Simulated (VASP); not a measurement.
Crystal: Ta.

```xyz
1
Lattice="-1.6513 1.6513 1.6513 1.6513 -1.6513 1.6513 1.6513 1.6513 -1.6513" Properties=species:S:1:pos:R:3 pbc="T T T"
Ta    0.0000    0.0000    0.0000
```

* Program: VASP 6.6.1
* Task: relaxation of volume and atoms at fixed shape
* Functional: PBEsol
* Potentials or basis: VASP PAW PBE potentials, release 64 (Ta_pv)
* Cutoff: 600 eV
* k mesh: 9 × 9 × 9
* Occupations: gaussian, width 0.1 eV
* Spin: no spin polarisation

At the start: pressure -3.8 GPa; volume 18.01 Å³/atom.

Task: How do energy, volume and symmetry change on relaxing?

Result: Over 3 steps the energy falls by 4.4 meV/atom and the volume is 17.65 Å³/atom (-2.0 %); space group Im-3m (No. 229, to 0.1 Å) before and after.

Step by step:
```
step  energy change (eV)  largest force (eV/Å)  pressure (GPa)  volume (Å³)
   1              0.0000                0.0000           -3.76        18.01
   2              0.0141                0.0000            8.73        16.93
   3             -0.0044                0.0000           -0.06        17.65
```

Final structure:
```yaml
crystal:
  lattice:
    - [-1.64005, 1.64005, 1.64005]
    - [1.64005, -1.64005, 1.64005]
    - [1.64005, 1.64005, -1.64005]
  atoms:
    - { symbol: Ta, position: [0.00000, 0.00000, 0.00000] }
```

Caveat: the PAW data sets were made with another functional, which shifts forces and pressure a little.
